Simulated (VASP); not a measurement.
# Si2I (I4/mcm) in VASP: single point with PBE

Aim: the single point of Si2I with PBE.

Everything below comes from runs of VASP 6.6.1. Logs are shortened: lines on timing, memory, paths and dates and some standing lists are left out, and cuts for length are marked.

## Step 1: The cell of the first run

The typed cell holds 6 atoms: a = 6.546 Å, b = 6.546 Å, c = 6.546 Å, α = 134.21°, β = 134.21°, γ = 66.75°.

## Step 2: Single point, PBE

Contents of INCAR:

```
SYSTEM = Si2I
PREC = Accurate
ENCUT = 520
EDIFF = 1E-7
ISMEAR = 0
SIGMA = 0.1
LREAL = .False.
LASPH = .True.
NELM = 100
ALGO = Normal
ISIF = 2
LWAVE = .False.
LCHARG = .False.
GGA = PE
NBANDS = 24
```

Contents of KPOINTS:

```
Automatic mesh
0
Gamma
  8 8 8
  0 0 0
```

Contents of POSCAR:

```
Si2I
1.0
   -2.5465224191      2.5465224191      5.4665610270
    2.5465224191     -2.5465224191      5.4665610270
    2.5465224191      2.5465224191     -5.4665610270
Si I
4 2
Direct
    0.7499126339      0.2499126339      0.9998252678
    0.2499126339      0.2500873661      0.5000000000
    0.2500873661      0.7500873661      0.0001747322
    0.7500873661      0.7499126339      0.5000000000
    0.2500000000      0.2500000000      0.0000000000
    0.7500000000      0.7500000000      0.0000000000
```

Potentials or basis: VASP PAW PBE potentials, release 64 (Si, I).

Run with:

```
> cat potpaw_PBE.64/Si/POTCAR potpaw_PBE.64/I/POTCAR > POTCAR
> mpirun -np 1 vasp_std > vasp.out
```

OUTCAR:

```text
SYSTEM = Si2I
   PREC = Accurate
   ENCUT = 520
   EDIFF = 1E-7
   ISMEAR = 0
   LREAL = .False.
   LASPH = .True.
   NELM = 100
   ISIF = 2
   GGA = PE

 ion  position               nearest neighbor table
   1  0.750  0.250  1.000-   4 2.55   2 2.55   2 2.55   4 2.55   5 3.27   6 3.27   5 3.27   6 3.27

   2  0.250  0.250  0.500-   1 2.55   3 2.55   3 2.55   1 2.55   5 3.27   6 3.27   6 3.27   5 3.27

   3  0.250  0.750  0.000-   2 2.55   4 2.55   2 2.55   4 2.55   6 3.27   5 3.27   5 3.27   6 3.27

   4  0.750  0.750  0.500-   1 2.55   3 2.55   1 2.55   3 2.55   6 3.27   5 3.27   6 3.27   5 3.27

   5  0.250  0.250  0.000-   3 3.27   1 3.27   2 3.27   2 3.27   4 3.27   4 3.27   3 3.27   1 3.27

   6  0.750  0.750  0.000-   3 3.27   1 3.27   4 3.27   4 3.27   2 3.27   2 3.27   1 3.27   3 3.27

  LATTYP: Found a body centered tetragonal cell.
 ALAT       =     5.0930448382
 C/A-ratio  =     2.1466769686

  Lattice vectors:

 A1 = (  -2.5465224191,   2.5465224191,   5.4665610270)
 A2 = (   2.5465224191,  -2.5465224191,   5.4665610270)
 A3 = (   2.5465224191,   2.5465224191,  -5.4665610270)

Analysis of symmetry for initial positions (statically):
=====================================================================
 Subroutine PRICEL returns:
 Original cell was already a primitive cell.

 Routine SETGRP: Setting up the symmetry group for a
 body centered tetragonal supercell.

 Subroutine GETGRP returns: Found 16 space group operations
 (whereof  8 operations were pure point group operations)
 out of a pool of 16 trial point group operations.

The static configuration has the point symmetry C_4h.
 The point group associated with its full space group is D_4h.

Analysis of symmetry for dynamics (positions and initial velocities):
=====================================================================
 Subroutine PRICEL returns:
 Original cell was already a primitive cell.

 Routine SETGRP: Setting up the symmetry group for a
 body centered tetragonal supercell.

 Subroutine GETGRP returns: Found 16 space group operations
 (whereof  8 operations were pure point group operations)
 out of a pool of 16 trial point group operations.

The dynamic configuration has the point symmetry C_4h.
 The point group associated with its full space group is D_4h.

 Subroutine INISYM returns: Found 16 space group operations
 (whereof  8 operations are pure point group operations),
 and found     1 'primitive' translations

----------------------------------------------------------------------------------------

                                     Primitive cell

  volume of cell :     141.7977

  direct lattice vectors                    reciprocal lattice vectors
    -2.546522419  2.546522419  5.466561027     0.000000000  0.196346200  0.091465182
     2.546522419 -2.546522419  5.466561027     0.196346200  0.000000000  0.091465182
     2.546522419  2.546522419 -5.466561027     0.196346200  0.196346200  0.000000000

  length of vectors
     6.546208240  6.546208240  6.546208240     0.216604962  0.216604962  0.277675459

  position of ions in fractional coordinates (direct lattice)
     0.749912634  0.249912634  0.999825268
     0.249912634  0.250087366  0.500000000
     0.250087366  0.750087366  0.000174732
     0.750087366  0.749912634  0.500000000
     0.250000000  0.250000000  0.000000000
     0.750000000  0.750000000  0.000000000

  ion indices of the primitive-cell ions
   primitive index   ion index
                 1           1
                 2           2
                 3           3
                 4           4
                 5           5
                 6           6

----------------------------------------------------------------------------------------

 KPOINTS: Automatic mesh

Automatic generation of k-mesh.
 Grid dimensions read from file:
 generate k-points for:    8    8    8

 Generating k-lattice:

  Cartesian coordinates                     Fractional coordinates (reciprocal lattice)
     0.000000000  0.024543275  0.011433148     0.125000000  0.000000000  0.000000000
     0.024543275  0.000000000  0.011433148     0.000000000  0.125000000  0.000000000
     0.024543275  0.024543275  0.000000000     0.000000000  0.000000000  0.125000000

  Length of vectors
     0.027075620  0.027075620  0.034709432

  Shift w.r.t. Gamma in fractional coordinates (k-lattice)
     0.000000000  0.000000000  0.000000000

 Subroutine IBZKPT returns following result:
 ===========================================

 Found     59 irreducible k-points:

 Following reciprocal coordinates:
            Coordinates               Weight
  0.000000  0.000000  0.000000      1.000000
  0.125000  0.000000 -0.000000      8.000000
  0.250000  0.000000 -0.000000      8.000000
  0.375000  0.000000 -0.000000      8.000000
  0.500000  0.000000 -0.000000      4.000000
  0.125000  0.125000 -0.000000      8.000000
[... 16 lines left out ...]
  0.250000  0.125000  0.125000     16.000000
  0.375000  0.125000  0.125000      8.000000
 [... further k-points ...]
   k-points           NKPTS =     59   k-points in BZ     NKDIM =     59   number of bands    NBANDS=     24
   number of dos      NEDOS =    301   number of ions     NIONS =      6
   total plane-waves  NPLWV = 125000
   dimension x,y,z NGX =    50 NGY =   50 NGZ =   50
   dimension x,y,z NGXF=   100 NGYF=  100 NGZF=  100
   ions per type =               4   2
   NGX,Y,Z   is equivalent  to a cutoff of  12.70, 12.70, 12.70 a.u.
   NGXF,Y,Z  is equivalent  to a cutoff of  25.40, 25.40, 25.40 a.u.
 SYSTEM =  Si2I
   PREC   = accura    normal or accurate (medium, high low for compatibility)
   ISTART =      0    job   : 0-new  1-cont  2-samecut
   ICHARG =      2    charge: 1-file 2-atom 10-const
   ISPIN  =      1    spin polarized calculation?
   LNONCOLLINEAR =      F non collinear calculations
   LSORBIT =      F    spin-orbit coupling
   LASPH  =      T    aspherical Exc in radial PAW
   ENCUT  =  520.0 eV  38.22 Ry    6.18 a.u.  12.17 12.17 12.17*2*pi/ulx,y,z
   NELM   =    100;   NELMIN=  2; NELMDL= -5     # of ELM steps
   EDIFF  = 0.1E-06   stopping-criterion for ELM
   LREAL  =      F    real-space projection
   EDIFFG = 0.1E-05   stopping-criterion for IOM
   NSW    =      0    number of steps for IOM
   IBRION =     -1    ionic relax: 0-MD 1-quasi-New 2-CG
   NFREE  =      0    steps in history (QN), initial steepest desc. (CG)
   ISIF   =      2    stress and relaxation
   ISYM   =      2    0-nonsym 1-usesym 2-fastsym
   POTIM  = 0.5000    time-step for ionic-motion
   TEBEG  =    0.0;   TEEND  =   0.0 temperature during run
   PSTRESS=    0.0 pullay stress
   NELECT =      30.0000    total number of electrons
   NUPDOWN=      -1.0000    fix difference up-down
   EMIN   =  10.00;   EMAX   =-10.00  energy-range for DOS
   EFERMI =   0.00;   METHOD = LEGACY
   ISMEAR =     0;   SIGMA  =   0.10  broadening in eV -4-tet -1-fermi 0-gaus
   EFERMI_NEDOS =   21; number of points for ismear=-14 and -15
   IALGO  =     38    algorithm
   IMIX   =      4    mixing-type and parameters
     AMIX     =   0.40;   BMIX     =  1.00
     AMIX_MAG =   1.60;   BMIX_MAG =  1.00
  volume/ion in A,a.u.               =      23.63       159.48
  Fermi-wavevector in a.u.,A,eV,Ry     =   0.975496  1.843420 12.947203  0.951593
  Thomas-Fermi vector in A             =   2.106040
   LORBIT       =      0    0 simple, 1 ext, 2 COOP (PROOUT), +10 PAW based schemes
   GGA     = PE    functional components
   LHFCALC =     F    Hartree Fock is set to
   AEXX    =    0.0000 exact exchange contribution
   IVDW    =     0    specifies the selected vdW correction
   LEPSILON=     F    determine dielectric tensor
   LRPA    =     F    only Hartree local field effects (RPA)
 non-spin polarized calculation
 Gauss-broadening in eV      SIGMA  =   0.10
  energy-cutoff  :      520.00
  volume of cell :      141.80
 maximum number of plane-waves:      3856
 NGX is ok and might be reduce to    50
   NGX = 25   NGY = 25   NGZ = 25

 number of electron      30.0000001 magnetization

 Free energy of the ion-electron system (eV)
  ---------------------------------------------------
  ext. energy  EPLUGINS =         0.00000000
  ---------------------------------------------------
  free energy    TOTEN  =       -21.47648024 eV

  energy without entropy =      -21.46424979  energy(sigma->0) =      -21.47036502

 E-fermi :   6.5180     XC(G=0):  -9.6234

 val. band max:        6.5149615280   @ k =   0.1250   0.1250  -0.0000
 cond. band min:       6.5328083724   @ k =   0.2500   0.2500   0.2500
 fundamental gap:      0.0178468444
 Fermi energy:         6.5179778390

 k-point     1 :       0.0000    0.0000    0.0000
  band No.  band energies     occupation
      1      -7.6096      2.00000
      2      -5.9014      2.00000
      3      -3.8898      2.00000
      4      -0.0389      2.00000
      5      -0.0389      2.00000
      6       0.3003      2.00000
[... 16 lines left out ...]
     23      11.2303      0.00000
     24      12.3046      0.00000

 k-point     2 :       0.1250    0.0000   -0.0000
  band No.  band energies     occupation
      1      -7.5457      2.00000
      2      -5.9654      2.00000
      3      -3.8724      2.00000
      4      -0.9512      2.00000
      5       0.0225      2.00000
      6       0.6236      2.00000
[... 16 lines left out ...]
     23      11.6878      0.00000
     24      12.6032      0.00000

 k-point     3 :       0.2500    0.0000   -0.0000
  band No.  band energies     occupation
      1      -7.3622      2.00000
      2      -6.1481      2.00000
      3      -3.7984      2.00000
      4      -1.9311      2.00000
      5       0.2146      2.00000
      6       1.0542      2.00000
[... 16 lines left out ...]
     23      11.1175      0.00000
     24      12.1788      0.00000
[... 514 lines left out ...]
 k-point    23 :       0.2500    0.1250    0.1250
  band No.  band energies     occupation
      1      -6.9621      2.00000
      2      -6.4689      2.00000
      3      -3.3441      2.00000
      4      -2.4161      2.00000
      5      -1.1780      2.00000
      6      -0.0057      2.00000
[... 16 lines left out ...]
     23      11.9825      0.00000
     24      12.2624      0.00000

 k-point    24 :       0.3750    0.1250    0.1250
  band No.  band energies     occupation
      1      -6.7062      2.00000
      2      -6.7062      2.00000
      3      -2.9856      2.00000
      4      -2.9856      2.00000
      5      -0.6549      2.00000
      6      -0.6549      2.00000
[... 16 lines left out ...]
     23      12.5875      0.00000
     24      12.5875      0.00000

 [... further k-points ...]

------------------------ aborting loop because EDIFF is reached ----------------------------------------

  FORCE on cell =-STRESS in cart. coord.  units (eV):
  Direction    XX          YY          ZZ          XY          YZ          ZX
  --------------------------------------------------------------------------------------
  -------------------------------------------------------------------------------------
  Total       -0.0079001     -0.0079001     -0.0089018      0.0000000      0.0000000      0.0000000
  in kB       -0.0892630     -0.0892630     -0.1005815      0.0000000      0.0000000      0.0000000
  external PRESSURE =      -0.0930358 kB  Pullay stress =       0.0000000 kB

 VOLUME and BASIS-vectors are now :
 -----------------------------------------------------------------------------
  energy-cutoff  :      520.00
  volume of cell :      141.80
      direct lattice vectors                 reciprocal lattice vectors
    -2.546522419  2.546522419  5.466561027     0.000000000  0.196346200  0.091465182
     2.546522419 -2.546522419  5.466561027     0.196346200  0.000000000  0.091465182
     2.546522419  2.546522419 -5.466561027     0.196346200  0.196346200  0.000000000

 POSITION                                       TOTAL-FORCE (eV/Angst)
 -----------------------------------------------------------------------------------
      1.27282      3.81934      0.00000         0.000688      0.000688     -0.000000
      1.27371      1.27282      0.00000        -0.000688      0.000688     -0.000000
      1.27371     -1.27282      5.46656        -0.000688     -0.000688      0.000000
      1.27282      1.27371      5.46656         0.000688     -0.000688     -0.000000
      0.00000      0.00000      2.73328        -0.000000      0.000000     -0.000000
      0.00000      0.00000      8.19984        -0.000000      0.000000     -0.000000
 -----------------------------------------------------------------------------------
    total drift:                               -0.000000     -0.000000     -0.000000

  FREE ENERGIE OF THE ION-ELECTRON SYSTEM (eV)
  ---------------------------------------------------
  free  energy   TOTEN  =       -21.4764802423 eV

  energy  without entropy=      -21.4642497892  energy(sigma->0) =      -21.47036502
```

Wall time 3.4 min (1 thread of Intel Xeon Platinum 8375C at 2.90GHz (Ice Lake), shared host); peak memory 0.43 GiB.

What came out:

```
Free energy            : -21.4765 eV
Pressure               : 0.0 GPa
Band gap on the k mesh : zero (band 15 reaches 7.55 eV, above the bottom of band 16 at 5.34 eV)
```

Levels at points of the mesh, in eV from the Fermi level:
```tsv
k point	band 11	band 12	band 13	band 14	band 15	band 16	band 17	band 18	band 19	band 20
(0.00, 0.00, 0.00)	-2.36	-2.36	-0.97	-0.19	0.06	0.06	1.97	2.27	2.42	2.62
(0.50, 0.00, 0.00)	-2.80	-2.80	-2.68	-2.68	0.45	0.45	1.57	1.57	2.32	2.32
(0.50, 0.50, 0.00)	-1.32	-1.06	-0.60	0.22	0.81	1.01	1.05	1.57	1.76	2.76
(0.50, 0.50, 0.50)	-2.58	-2.00	-1.61	-1.61	-1.18	-1.18	-0.82	-0.05	-0.05	2.95
```

Caveat: spin-orbit coupling is left out, which moves the levels of the heavy elements.
